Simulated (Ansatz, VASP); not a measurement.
**TaSi6: VASP beside Ansatz**

```
Ta Si
1.0
     5.66100    0.00000    0.00000
     0.00000    5.66100    0.00000
     0.00000    0.00000    5.66100
Ta Si
1 6
Direct
  0.00000 0.00000 0.00000
  0.19825 0.50000 0.50000
  0.50000 0.19825 0.50000
  0.80175 0.50000 0.50000
  0.50000 0.80175 0.50000
  0.50000 0.50000 0.19825
  0.50000 0.50000 0.80175
```

Change from the starting cell: species swapped into the LaB6 type (Pm-3m, No. 221).

Alike in both runs: task relaxation of cell and atoms; functional PBE; k mesh 8 × 8 × 8; occupations gaussian, width 0.1 eV; no spin polarisation.

|  | VASP | Ansatz |
| --- | --- | --- |
| version | VASP 6.6.1 | Ansatz 0.2.0 |
| potentials or method | VASP PAW PBE potentials, release 64 (Ta_pv, Si), cutoff 600 eV | scalar-relativistic, plane waves, PAW |
| valence electrons in the cell | 35 | 37 |

VASP gave:

| Property | Result |
| --- | --- |
| gap on the k mesh at the Fermi level, each at its own relaxed structure (eV) | none |
| relaxed volume (Å³/atom) | 27.06 |
| relaxed length of the cell vector where the two differ most in proportion (Å) | 5.743 |

Problem. Which values does Ansatz return?

Solution. gap on the k mesh at the Fermi level, each at its own relaxed structure (eV): none; relaxed volume (Å³/atom): 27.10; relaxed length of the cell vector where the two differ most in proportion (Å): 5.746.

A gap of «none» marks a metal or a gap that the smearing closes. VASP's potentials hold 35 valence electrons a cell and Ansatz's 37, so a difference there can come from the potentials and not from the codes.

Spin-orbit coupling is off throughout.
